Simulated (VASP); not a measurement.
Set up this calculation in VASP 6.6.1, as the native input.

| Item | Value |
| --- | --- |
| Task | single point |
| Functional | LDA |
| Potentials or basis | VASP PAW LDA potentials, release 64 (Ta_pv, F) |
| Cutoff | 520 eV |
| k mesh | 8 × 8 × 1 |
| Occupations | gaussian, width 0.1 eV |
| Spin | no spin polarisation |
| Dipole correction | yes |
| Further INCAR settings | ALGO = Normal; EDIFF = 1e-07; NBANDS = 34 |

The structure of Ta4F lies in POSCAR:

```
Ta4F
1.0
    3.2528501167      0.0000000000      0.0000000000
    0.0000000000      3.2528501167      0.0000000000
    0.0000000000      0.0000000000     20.2133955742
Ta F
4 1
Direct
    0.5000000000      0.5000000000      0.1978885727
    0.0000000000      0.0000000000      0.2783513061
    0.5000000000      0.5000000000      0.3580225065
    0.0000000000      0.0000000000      0.4310703534
    0.1250000000      0.3750000000      0.5048720963
```

The input as run:

INCAR

```
PREC = Accurate
ENCUT = 520
EDIFF = 1E-7
ISMEAR = 0
SIGMA = 0.1
LREAL = False
LASPH = True
NELM = 80
ALGO = Normal
ISIF = 2
LWAVE = False
LCHARG = False
LDIPOL = True
IDIPOL = 3
DIPOL = 0.5 0.5 0.354
NBANDS = 34
```

KPOINTS

```
regular mesh
0
Gamma
  8 8 1
```

Potentials or basis: VASP PAW LDA potentials, release 64 (Ta_pv, F).

Command:

```console
$ cat potpaw_LDA.64/Ta_pv/POTCAR potpaw_LDA.64/F/POTCAR > POTCAR
$ mpirun -np 1 vasp_std > vasp.out
```

Results of the run:

The largest force is 1.613 eV/Å and the band gap on the k mesh is zero (an odd number of electrons rules out a gap without spin polarisation).

Caveat: spin-orbit coupling is left out, which moves the levels of the heavy elements.

Run time: 4.3 min on 1 thread of Intel(R) Xeon(R) Platinum 8488C (Sapphire Rapids) (shared host), peak memory 0.35 GiB.
